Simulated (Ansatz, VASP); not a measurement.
HfN: VASP beside Ansatz

INCAR

```
SYSTEM = HfN
PREC = Accurate
ENCUT = 520
EDIFF = 1E-6
ISMEAR = -1
SIGMA = 0.03
LREAL = .FALSE.
LASPH = .TRUE.
NELM = 100
ALGO = Normal
ISIF = 2
LWAVE = .FALSE.
LCHARG = .FALSE.
GGA = PE
NBANDS = 14
```

The input KPOINTS:

```
regular mesh
0
G
  10 10 10
  0 0 0
```

Contents of POSCAR:

```
HfN
1.0
    0.0000000000      2.2590000000      2.2590000000
    2.2590000000      0.0000000000      2.2590000000
    2.2590000000      2.2590000000      0.0000000000
Hf N
1 1
Direct
    0.0000000000      0.0000000000      0.0000000000
    0.5000000000      0.5000000000      0.5000000000
```

Input for Ansatz:

```yaml
crystal:
  lattice:
    - [0.0, 2.259, 2.259]
    - [2.259, 0.0, 2.259]
    - [2.259, 2.259, 0.0]
  atoms:
    - { symbol: Hf, position: [0.0, 0.0, 0.0] }
    - { symbol: "N", position: [0.5, 0.5, 0.5] }
kpoints:
  mp_grid: { grid: [10, 10, 10] }
  band_path:
    path:
      - [0.0, 0.0, 0.0]
      - [0.5, 0.0, 0.5]
      - [0.625, 0.25, 0.625]
      - [0.375, 0.375, 0.75]
      - [0.0, 0.0, 0.0]
      - [0.5, 0.5, 0.5]
      - [0.5, 0.25, 0.75]
      - [0.5, 0.0, 0.5]
    npoints: 8
scf:
  occupations: { method: fermi_dirac, width: 0.03 }
hamiltonian:
  xc: pbe
  pseudopotentials: { kind: all_electron, lapw: { basis_error: 0.001 } }
output:
  forces: true
  stress: true
  eigenvalues: true
  populations: true
  dos: { projected: true, de: 0.2, e_range: [-14, 8] }
```

Alike in both runs: task single point; functional PBE; k mesh 10 × 10 × 10; occupations fermi-dirac, width 0.03 eV; no spin polarisation.

```csv
,VASP,Ansatz
version,VASP 6.6.1,Ansatz 0.2.0
potentials or method,"VASP PAW PBE potentials, release 64 (Hf_pv, N), cutoff 520 eV","all-electron LAPW, scalar-relativistic"
```

```tsv
	VASP	Ansatz	Ansatz less VASP
pressure (GPa)	3.1	5.5	+2.45
```

Ansatz ran all-electron here, and VASP with PAW potentials.

Neither program's run includes spin-orbit coupling.
